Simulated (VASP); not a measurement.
# Li3S2 (P-3m1) in VASP: further runs

The runs below take Li3S2 through single point, relaxation of cell and atoms, with PBE.

Program: VASP 6.6.1. These are calculated values, not measurements. Logs are shortened: lines on timing, memory, paths and dates and some standing lists are left out, and cuts for length are marked.

### 1 The cell of the first run

The structure is trigonal, space group P-3m1 (No. 164). Conventional cell: a = 4.084 Å, b = 4.084 Å, c = 5.496 Å, α = 90.00°, β = 90.00°, γ = 120.00°. Within 3.5 Å of Li (site symmetry -3m) lie 6 S at 2.68 Å and 6 Li at 2.92 Å. Within 3.2 Å of Li (site symmetry 3m) lie 5 S at 2.40 to 2.99 Å and 6 Li at 2.92 to 3.13 Å. Within 3.2 Å of S (site symmetry 3m) lie 8 Li at 2.40 to 2.99 Å.

### 2 Single point, PBE

The input, INCAR:

```
PREC     = Accurate       # precision mode
ENCUT    = 520            # plane-wave cutoff, eV
EDIFF    = 1E-6           # SCF threshold, eV
ISMEAR   = 0              # smearing method
SIGMA    = 0.1            # smearing width, eV
LREAL    = F              # projectors in reciprocal space
LASPH    = T              # aspherical terms in the spheres
NELM     = 80             # most SCF steps
ALGO     = Normal         # electronic algorithm
ISIF     = 2              # what is computed and relaxed
LWAVE    = F              # write WAVECAR
LCHARG   = F              # write CHGCAR
GGA      = PE             # functional
NBANDS   = 18             # bands
```

The input, KPOINTS:

```
Automatic mesh
0
Gamma
  12 12 6
```

The input, POSCAR:

```
Li3S2
1.0
    4.0842493912      0.0000000000      0.0000000000
   -2.0421246956      3.5370637282      0.0000000000
    0.0000000000      0.0000000000      5.4955931905
Li S
3 2
Direct
    0.0000000000      0.0000000000      0.0000000000
    0.3333333333      0.6666666667      0.6876212991
    0.6666666667      0.3333333333      0.3123787009
    0.3333333333      0.6666666667      0.2321756866
    0.6666666667      0.3333333333      0.7678243134
```

Potentials or basis: VASP PAW PBE potentials, release 64 (Li_sv, S).

The run is started by

```console
$ cat potpaw_PBE.64/Li_sv/POTCAR potpaw_PBE.64/S/POTCAR > POTCAR
$ mpirun -np 1 vasp_std > vasp.out
```

OUTCAR:

```text
PREC = Accurate
   ENCUT = 520
   EDIFF = 1E-6
   ISMEAR = 0
   LREAL = F
   LASPH = T
   NELM = 80
   ISIF = 2
   GGA = PE

 ion  position               nearest neighbor table
   1  0.000  0.000  0.000-   4 2.68   5 2.68   5 2.68   4 2.68   5 2.68   4 2.68
   2  0.333  0.667  0.688-   5 2.40   5 2.40   5 2.40   4 2.50
   3  0.667  0.333  0.312-   4 2.40   4 2.40   4 2.40   5 2.50
   4  0.333  0.667  0.232-   3 2.40   3 2.40   3 2.40   2 2.50   1 2.68   1 2.68   1 2.68
   5  0.667  0.333  0.768-   2 2.40   2 2.40   2 2.40   3 2.50   1 2.68   1 2.68   1 2.68

  LATTYP: Found a hexagonal cell.
 ALAT       =     4.0842493912
 C/A-ratio  =     1.3455576935

  Lattice vectors:

 A1 = (   4.0842493912,   0.0000000000,   0.0000000000)
 A2 = (  -2.0421246956,   3.5370637282,   0.0000000000)
 A3 = (   0.0000000000,   0.0000000000,   5.4955931905)

Analysis of symmetry for initial positions (statically):
=====================================================================
 Subroutine PRICEL returns:
 Original cell was already a primitive cell.

 Routine SETGRP: Setting up the symmetry group for a
 hexagonal supercell.

 Subroutine GETGRP returns: Found 12 space group operations
 (whereof 12 operations were pure point group operations)
 out of a pool of 24 trial point group operations.

The static configuration has the point symmetry D_3d.

Analysis of symmetry for dynamics (positions and initial velocities):
=====================================================================
 Subroutine PRICEL returns:
 Original cell was already a primitive cell.

 Routine SETGRP: Setting up the symmetry group for a
 hexagonal supercell.

 Subroutine GETGRP returns: Found 12 space group operations
 (whereof 12 operations were pure point group operations)
 out of a pool of 24 trial point group operations.

The dynamic configuration has the point symmetry D_3d.

 Subroutine INISYM returns: Found 12 space group operations
 (whereof 12 operations are pure point group operations),
 and found     1 'primitive' translations

----------------------------------------------------------------------------------------

                                     Primitive cell

  volume of cell :      79.3907

  direct lattice vectors                    reciprocal lattice vectors
     4.084249391  0.000000000  0.000000000     0.244843031  0.141360190  0.000000000
    -2.042124696  3.537063728  0.000000000     0.000000000  0.282720380  0.000000000
     0.000000000  0.000000000  5.495593191     0.000000000  0.000000000  0.181963978

  length of vectors
     4.084249391  4.084249391  5.495593191     0.282720380  0.282720380  0.181963978

  position of ions in fractional coordinates (direct lattice)
     0.000000000  0.000000000  0.000000000
     0.333333333  0.666666667  0.687621299
     0.666666667  0.333333333  0.312378701
     0.333333333  0.666666667  0.232175687
     0.666666667  0.333333333  0.767824313

  ion indices of the primitive-cell ions
   primitive index   ion index
                 1           1
                 2           2
                 3           3
                 4           4
                 5           5

----------------------------------------------------------------------------------------

 KPOINTS: Automatic mesh

Automatic generation of k-mesh.
 Grid dimensions read from file:
 generate k-points for:   12   12    6

 Generating k-lattice:

  Cartesian coordinates                     Fractional coordinates (reciprocal lattice)
     0.020403586  0.011780016  0.000000000     0.083333333 -0.000000000  0.000000000
     0.000000000  0.023560032  0.000000000     0.000000000  0.083333333  0.000000000
     0.000000000  0.000000000  0.030327330     0.000000000  0.000000000  0.166666667

  Length of vectors
     0.023560032  0.023560032  0.030327330

  Shift w.r.t. Gamma in fractional coordinates (k-lattice)
     0.000000000  0.000000000  0.000000000

 Subroutine IBZKPT returns following result:
 ===========================================

 Found    100 irreducible k-points:

 Following reciprocal coordinates:
            Coordinates               Weight
  0.000000  0.000000  0.000000      1.000000
  0.083333  0.000000  0.000000      6.000000
  0.166667  0.000000  0.000000      6.000000
  0.250000 -0.000000  0.000000      6.000000
  0.333333 -0.000000  0.000000      6.000000
  0.416667 -0.000000  0.000000      6.000000
[... 16 lines left out ...]
  0.166667  0.000000  0.166667      6.000000
  0.000000  0.166667  0.166667      6.000000
 [... further k-points ...]
   k-points           NKPTS =    100   k-points in BZ     NKDIM =    100   number of bands    NBANDS=     18
   number of dos      NEDOS =    301   number of ions     NIONS =      5
   total plane-waves  NPLWV =  37800
   dimension x,y,z NGX =    30 NGY =   30 NGZ =   42
   dimension x,y,z NGXF=    60 NGYF=   60 NGZF=   84
   ions per type =               3   2
   NGX,Y,Z   is equivalent  to a cutoff of  12.21, 12.21, 12.71 a.u.
   NGXF,Y,Z  is equivalent  to a cutoff of  24.42, 24.42, 25.41 a.u.
 SYSTEM =  unknown system
   PREC   = accura    normal or accurate (medium, high low for compatibility)
   ISTART =      0    job   : 0-new  1-cont  2-samecut
   ICHARG =      2    charge: 1-file 2-atom 10-const
   ISPIN  =      1    spin polarized calculation?
   LNONCOLLINEAR =      F non collinear calculations
   LSORBIT =      F    spin-orbit coupling
   LASPH  =      T    aspherical Exc in radial PAW
   ENCUT  =  520.0 eV  38.22 Ry    6.18 a.u.   7.59  7.59 10.22*2*pi/ulx,y,z
   NELM   =     80;   NELMIN=  2; NELMDL= -5     # of ELM steps
   EDIFF  = 0.1E-05   stopping-criterion for ELM
   LREAL  =      F    real-space projection
   EDIFFG = 0.1E-04   stopping-criterion for IOM
   NSW    =      0    number of steps for IOM
   IBRION =     -1    ionic relax: 0-MD 1-quasi-New 2-CG
   NFREE  =      0    steps in history (QN), initial steepest desc. (CG)
   ISIF   =      2    stress and relaxation
   ISYM   =      2    0-nonsym 1-usesym 2-fastsym
   POTIM  = 0.5000    time-step for ionic-motion
   TEBEG  =    0.0;   TEEND  =   0.0 temperature during run
   PSTRESS=    0.0 pullay stress
   NELECT =      21.0000    total number of electrons
   NUPDOWN=      -1.0000    fix difference up-down
   EMIN   =  10.00;   EMAX   =-10.00  energy-range for DOS
   EFERMI =   0.00;   METHOD = LEGACY
   ISMEAR =     0;   SIGMA  =   0.10  broadening in eV -4-tet -1-fermi 0-gaus
   EFERMI_NEDOS =   21; number of points for ismear=-14 and -15
   IALGO  =     38    algorithm
   IMIX   =      4    mixing-type and parameters
     AMIX     =   0.40;   BMIX     =  1.00
     AMIX_MAG =   1.60;   BMIX_MAG =  1.00
  volume/ion in A,a.u.               =      15.88       107.15
  Fermi-wavevector in a.u.,A,eV,Ry     =   1.050892  1.985898 15.025916  1.104374
  Thomas-Fermi vector in A             =   2.185913
   LORBIT       =      0    0 simple, 1 ext, 2 COOP (PROOUT), +10 PAW based schemes
   GGA     = PE    functional components
   LHFCALC =     F    Hartree Fock is set to
   AEXX    =    0.0000 exact exchange contribution
   IVDW    =     0    specifies the selected vdW correction
   LEPSILON=     F    determine dielectric tensor
   LRPA    =     F    only Hartree local field effects (RPA)
 non-spin polarized calculation
 Gauss-broadening in eV      SIGMA  =   0.10
  energy-cutoff  :      520.00
  volume of cell :       79.39
 maximum number of plane-waves:      2163
   NGX = 15   NGY = 15   NGZ = 21

 number of electron      20.9999998 magnetization

 Free energy of the ion-electron system (eV)
  ---------------------------------------------------
  ext. energy  EPLUGINS =         0.00000000
  ---------------------------------------------------
  free energy    TOTEN  =       -18.93186284 eV

  energy without entropy =      -18.91487046  energy(sigma->0) =      -18.92336665

 E-fermi :   1.8262     XC(G=0):  -8.7390

 val. band max:        1.8218343879   @ k =   0.4167   0.1667   0.5000
 cond. band min:       1.8490354736   @ k =   0.2500   0.2500   0.5000
 fundamental gap:      0.0272010856
 Fermi energy:         1.8262246263

 k-point     1 :       0.0000    0.0000    0.0000
  band No.  band energies     occupation
      1     -42.9078      2.00000
      2     -42.3031      2.00000
      3     -42.2950      2.00000
      4      -9.8103      2.00000
      5      -8.6325      2.00000
      6      -1.3753      2.00000
[... 10 lines left out ...]
     17      10.0685      0.00000
     18      11.5882      0.00000

 k-point     2 :       0.0833    0.0000    0.0000
  band No.  band energies     occupation
      1     -42.9078      2.00000
      2     -42.3030      2.00000
      3     -42.2951      2.00000
      4      -9.7832      2.00000
      5      -8.6345      2.00000
      6      -1.3314      2.00000
[... 10 lines left out ...]
     17      10.2070      0.00000
     18      11.1987      0.00000

 k-point     3 :       0.1667    0.0000    0.0000
  band No.  band energies     occupation
      1     -42.9077      2.00000
      2     -42.3025      2.00000
      3     -42.2953      2.00000
      4      -9.7047      2.00000
      5      -8.6439      2.00000
      6      -1.2037      2.00000
[... 10 lines left out ...]
     17      10.3634      0.00000
     18      10.5255      0.00000

 k-point     4 :       0.2500   -0.0000    0.0000
  band No.  band energies     occupation
      1     -42.9075      2.00000
      2     -42.3018      2.00000
      3     -42.2957      2.00000
      4      -9.5840      2.00000
      5      -8.6690      2.00000
      6      -1.0073      2.00000
[... 375 lines left out ...]
      4      -9.7308      2.00000
      5      -8.7235      2.00000
      6      -1.1028      2.00000
[... 10 lines left out ...]
     17       9.9752      0.00000
     18      11.0486      0.00000

 k-point    23 :       0.1667    0.0000    0.1667
  band No.  band energies     occupation
      1     -42.9077      2.00000
      2     -42.3025      2.00000
      3     -42.2954      2.00000
      4      -9.6562      2.00000
      5      -8.7229      2.00000
      6      -1.0363      2.00000
[... 10 lines left out ...]
     17      10.3691      0.00000
     18      10.7139      0.00000

 k-point    24 :       0.0000    0.1667    0.1667
  band No.  band energies     occupation
      1     -42.9077      2.00000
      2     -42.3025      2.00000
      3     -42.2953      2.00000
      4      -9.6552      2.00000
      5      -8.7247      2.00000
      6      -1.0173      2.00000
[... 10 lines left out ...]
     17      10.4669      0.00000
     18      10.6066      0.00000

 [... further k-points ...]
[... 5 lines left out ...]
  --------------------------------------------------------------------------------------
  -------------------------------------------------------------------------------------
  Total       -0.0386819     -0.0386819     -0.0432718     -0.0000000     -0.0000000      0.0000000
  in kB       -0.7806371     -0.7806371     -0.8732637     -0.0000000     -0.0000000      0.0000000
  external PRESSURE =      -0.8115126 kB  Pullay stress =       0.0000000 kB

 VOLUME and BASIS-vectors are now :
 -----------------------------------------------------------------------------
  energy-cutoff  :      520.00
  volume of cell :       79.39
      direct lattice vectors                 reciprocal lattice vectors
     4.084249391  0.000000000  0.000000000     0.244843031  0.141360190  0.000000000
    -2.042124696  3.537063728  0.000000000     0.000000000  0.282720380  0.000000000
     0.000000000  0.000000000  5.495593191     0.000000000  0.000000000  0.181963978

 POSITION                                       TOTAL-FORCE (eV/Angst)
 -----------------------------------------------------------------------------------
      0.00000      0.00000      0.00000        -0.000000      0.000000      0.000000
     -0.00000      2.35804      3.77889         0.000000     -0.000000      0.003846
      2.04212      1.17902      1.71671        -0.000000     -0.000000     -0.003846
     -0.00000      2.35804      1.27594         0.000000     -0.000000     -0.005246
      2.04212      1.17902      4.21965        -0.000000      0.000000      0.005246
 -----------------------------------------------------------------------------------
    total drift:                               -0.000000      0.000000     -0.000000

  FREE ENERGIE OF THE ION-ELECTRON SYSTEM (eV)
  ---------------------------------------------------
  free  energy   TOTEN  =       -18.9318628444 eV

  energy  without entropy=      -18.9148704611  energy(sigma->0) =      -18.92336665
```

Run time: 1.7 min. Hardware: 1 thread of Intel Xeon Platinum 8259CL at 2.50GHz (Skylake/Cascade Lake), shared host; peak memory 0.25 GiB.

Results:

- Free energy: -18.9319 eV
- Largest force: 0.005 eV/Å

Forces in eV/Å, atoms in the order of the input:
```
Li   0.000  0.000  0.000
Li   0.000  0.000  0.004
Li   0.000  0.000 -0.004
S    0.000  0.000 -0.005
S    0.000  0.000  0.005
```

Levels at points of the mesh, in eV from the Fermi level:
| k point | band 9 | band 10 | band 11 | band 12 | band 13 | band 14 |
| --- | --- | --- | --- | --- | --- | --- |
| (0.00, 0.00, 0.00) | -0.14 | -0.14 | 0.67 | 5.03 | 5.24 | 6.19 |
| (0.50, 0.00, 0.00) | -1.43 | -0.81 | -0.24 | 5.50 | 6.33 | 7.07 |
| (0.00, 0.00, 0.50) | -0.62 | -0.52 | -0.52 | 5.04 | 5.81 | 5.81 |
| (0.50, 0.00, 0.50) | -1.00 | -0.32 | -0.30 | 5.12 | 6.23 | 6.73 |

Caveat: the cutoff is under 1.25 times the usual one of these potentials, so pressure, stress and relaxed cells hold a basis-set (Pulay) error.

### 3 Single point, PBE

The input, INCAR:

```
SYSTEM = Li3S2
PREC = Accurate ; ENCUT = 520
EDIFF = 1E-6 ; ISMEAR = 0
SIGMA = 0.1 ; LREAL = .False.
LASPH = .True. ; NELM = 100
ALGO = Normal ; ISIF = 2
LWAVE = .False. ; LCHARG = .True.
GGA = PE ; LELF = .True.
LVHAR = .True. ; NBANDS = 18
```

The input, KPOINTS:

```
Automatic mesh
0
Gamma
  12 12 8
  0 0 0
```

The input, POSCAR:

```
Li3S2
1.0
    4.0838103739      0.0000000000      0.0000000000
   -2.0419051870      3.5366835281      0.0000000000
    0.0000000000      0.0000000000      5.4998170882
Li S
3 2
Direct
    0.0000000000      0.0000000000      0.0000000000
    0.3333333333      0.6666666667      0.6876690187
    0.6666666667      0.3333333333      0.3123309813
    0.3333333333      0.6666666667      0.2322319184
    0.6666666667      0.3333333333      0.7677680816
```

Potentials or basis: VASP PAW PBE potentials, release 64 (Li_sv, S).

The run is started by

```console
$ cat potpaw_PBE.64/Li_sv/POTCAR potpaw_PBE.64/S/POTCAR > POTCAR
$ mpirun -np 1 vasp_std > vasp.out
```

OUTCAR:

```text
SYSTEM = Li3S2
   PREC = Accurate
   ENCUT = 520
   EDIFF = 1E-6
   ISMEAR = 0
   LREAL = .False.
   LASPH = .True.
   NELM = 100
   ISIF = 2
   GGA = PE

 ion  position               nearest neighbor table
   1  0.000  0.000  0.000-   4 2.68   5 2.68   5 2.68   4 2.68   5 2.68   4 2.68
   2  0.333  0.667  0.688-   5 2.40   5 2.40   5 2.40   4 2.50
   3  0.667  0.333  0.312-   4 2.40   4 2.40   4 2.40   5 2.50
   4  0.333  0.667  0.232-   3 2.40   3 2.40   3 2.40   2 2.50   1 2.68   1 2.68   1 2.68
[... 710 lines left out ...]
  -------------------------------------------------------------------------------------
  Total       -0.0474812     -0.0474812     -0.0420833      0.0000000      0.0000000     -0.0000000
  in kB       -0.9576844     -0.9576844     -0.8488099      0.0000000      0.0000000     -0.0000000
  external PRESSURE =      -0.9213929 kB  Pullay stress =       0.0000000 kB

 VOLUME and BASIS-vectors are now :
 -----------------------------------------------------------------------------
  energy-cutoff  :      520.00
  volume of cell :       79.43
      direct lattice vectors                 reciprocal lattice vectors
     4.083810374  0.000000000  0.000000000     0.244869352  0.141375386  0.000000000
    -2.041905187  3.536683528  0.000000000     0.000000000  0.282750773  0.000000000
     0.000000000  0.000000000  5.499817088     0.000000000  0.000000000  0.181824229

 POSITION                                       TOTAL-FORCE (eV/Angst)
 -----------------------------------------------------------------------------------
      0.00000      0.00000      0.00000         0.000000      0.000000      0.000000
     -0.00000      2.35779      3.78205        -0.000000      0.000000      0.001063
      2.04191      1.17889      1.71776        -0.000000      0.000000     -0.001063
     -0.00000      2.35779      1.27723         0.000000     -0.000000     -0.005451
      2.04191      1.17889      4.22258        -0.000000      0.000000      0.005451
 -----------------------------------------------------------------------------------
    total drift:                               -0.000000      0.000000      0.000000

  FREE ENERGIE OF THE ION-ELECTRON SYSTEM (eV)
  ---------------------------------------------------
  free  energy   TOTEN  =       -18.9304647267 eV

  energy  without entropy=      -18.9132427884  energy(sigma->0) =      -18.92185376
```

stdout:

```text
POSCAR found type information on POSCAR LiS
 POSCAR found :  2 types and       5 ions
 scaLAPACK will be used
 LDA part: xc-table for (Slater+PW92), standard interpolation
 POSCAR, INCAR and KPOINTS ok, starting setup
 FFT: planning ... GRIDC
 FFT: planning ... GRID_SOFT
 FFT: planning ... GRID
 WAVECAR not read
 entering main loop
```

It took 2.3 min on 1 thread of Intel Xeon Platinum 8259CL at 2.50GHz (Skylake/Cascade Lake), shared host; peak memory 0.27 GiB.

What came out:

```
Free energy   : -18.9305 eV
Largest force : 0.005 eV/Å
```

Forces in eV/Å, atoms in the order of the input:
```
Li   0.000  0.000  0.000
Li   0.000  0.000  0.001
Li   0.000  0.000 -0.001
S    0.000  0.000 -0.005
S    0.000  0.000  0.005
```

Caveat: the cutoff is under 1.25 times the usual one of these potentials, so pressure, stress and relaxed cells hold a basis-set (Pulay) error.

[end of part 1 of 2]
